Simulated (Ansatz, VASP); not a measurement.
**One calculation of AlP, two programs**

```
Al P
1.0
     0.00000    2.73458    2.73458
     2.73458    0.00000    2.73458
     2.73458    2.73458    0.00000
Al P
1 1
Cartesian
  0.0000 0.0000 0.0000
  1.3673 1.3673 1.3673
```

Alike in both runs: functional r2SCAN; dispersion rVV10; k mesh 8 × 8 × 8; occupations gaussian, width 0.02 eV; no spin polarisation.

Ansatz relaxed the structure, and its values are those at the end. VASP's run is a single point on that final structure, the one shown.

```csv
,VASP,Ansatz
version,VASP 6.6.1,Ansatz 0.2.0
potentials or method,"VASP PAW PBE potentials, release 64 (Al, P), cutoff 550 eV","scalar-relativistic, plane waves, PAW"
valence electrons in the cell,8,8
```

VASP gave:

* gap on the k mesh at the Fermi level (eV): 1.87
* least direct gap on the mesh (eV): 3.92
* pressure (GPa): -0.3

Task: Which values does Ansatz return?

Result: gap on the k mesh at the Fermi level (eV): 1.87; least direct gap on the mesh (eV): 3.92; pressure (GPa): 0.0.

VASP's potentials were made for PBE, not for r2SCAN.
